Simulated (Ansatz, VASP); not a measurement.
**One calculation of Si3N4, two programs**

File INCAR:

```
SYSTEM = Si3N4
ALGO = Normal
EDIFF = 1E-7
ENCUT = 520
GGA = PE
ISIF = 2
ISMEAR = -1
LASPH = .True.
LCHARG = .False.
LREAL = .False.
LWAVE = .False.
NBANDS = 45
NELM = 100
PREC = Accurate
SIGMA = 0.02
```

The input KPOINTS:

```
k-points
0
Gamma
  6 6 8
  0 0 0
```

Contents of POSCAR:

```
Si3N4
1.0
    7.6056640558      0.0000000000      0.0000000000
   -3.8028320279      6.5866982850      0.0000000000
    0.0000000000      0.0000000000      2.9637593957
Si N
6 8
Direct
    0.2293976686      0.8242017889      0.7500000000
    0.4051958797      0.2293976686      0.2500000000
    0.8242017889      0.5948041203      0.2500000000
    0.1757982111      0.4051958797      0.7500000000
    0.5948041203      0.7706023314      0.7500000000
    0.7706023314      0.1757982111      0.2500000000
    0.3333333333      0.6666666667      0.7500000000
    0.6666666667      0.3333333333      0.2500000000
    0.9666283654      0.6695287972      0.7500000000
    0.2970995682      0.9666283654      0.2500000000
    0.6695287972      0.7029004318      0.2500000000
    0.3304712028      0.2970995682      0.7500000000
    0.0333716346      0.3304712028      0.2500000000
    0.7029004318      0.0333716346      0.7500000000
```

Input for Ansatz:

```yaml
crystal:
  lattice:
    - [7.6056640558, 0.0, 0.0]
    - [-3.8028320279, 6.586698285, 0.0]
    - [0.0, 0.0, 2.9637593957]
  atoms:
    - { symbol: Si, position: [0.2293976686, 0.8242017889, 0.75] }
    - { symbol: Si, position: [0.4051958797, 0.2293976686, 0.25] }
    - { symbol: Si, position: [0.8242017889, 0.5948041203, 0.25] }
    - { symbol: Si, position: [0.1757982111, 0.4051958797, 0.75] }
    - { symbol: Si, position: [0.5948041203, 0.7706023314, 0.75] }
    - { symbol: Si, position: [0.7706023314, 0.1757982111, 0.25] }
    - { symbol: "N", position: [0.3333333333, 0.6666666667, 0.75] }
    - { symbol: "N", position: [0.6666666667, 0.3333333333, 0.25] }
    - { symbol: "N", position: [0.9666283654, 0.6695287972, 0.75] }
    - { symbol: "N", position: [0.2970995682, 0.9666283654, 0.25] }
    - { symbol: "N", position: [0.6695287972, 0.7029004318, 0.25] }
    - { symbol: "N", position: [0.3304712028, 0.2970995682, 0.75] }
    - { symbol: "N", position: [0.0333716346, 0.3304712028, 0.25] }
    - { symbol: "N", position: [0.7029004318, 0.0333716346, 0.75] }
kpoints:
  mp_grid: { grid: [6, 6, 8] }
  band_path:
    path:
      - [0.0, 0.0, 0.0]
      - [0.5, 0.0, 0.0]
      - [0.3333333333, 0.3333333333, 0.0]
      - [0.0, 0.0, 0.5]
      - [0.5, 0.0, 0.5]
      - [0.3333333333, 0.3333333333, 0.5]
      - [0.0, 0.0, 0.177083]
    npoints: 1
hamiltonian:
  xc: pbe
scf:
  occupations: { method: fermi_dirac, width: 0.02 }
  n_extra_bands: 7
output:
  forces: true
  stress: true
  eigenvalues: true
```

Change from the starting cell: uniaxial_z strain +2.0%.

Alike in both runs: task single point; functional PBE; k mesh 6 × 6 × 8; occupations fermi-dirac, width 0.02 eV; no spin polarisation.

|  | VASP | Ansatz |
| --- | --- | --- |
| version | VASP 6.6.1 | Ansatz 0.2.0 |
| potentials or method | VASP PAW PBE potentials, release 64 (Si, N) | plane waves, PAW |
| plane-wave cutoff (eV) | 520 | 420 |
| valence electrons in the cell | 64 | 64 |

Ansatz gave:

```
gap on the k mesh at the Fermi level (eV)                     : 3.97
pressure (GPa)                                                : 0.6
traceless stress, the component that is largest in VASP (GPa) : -5.28
rms of the force components (eV/Å)                            : 0.023
```

Estimate VASP's values.

gap on the k mesh at the Fermi level (eV): 3.95; pressure (GPa): 0.3; traceless stress, the component that is largest in VASP (GPa): -5.36; rms of the force components (eV/Å): 0.022.

Atom by atom the forces differ by 0.002 eV/Å (rms over components).
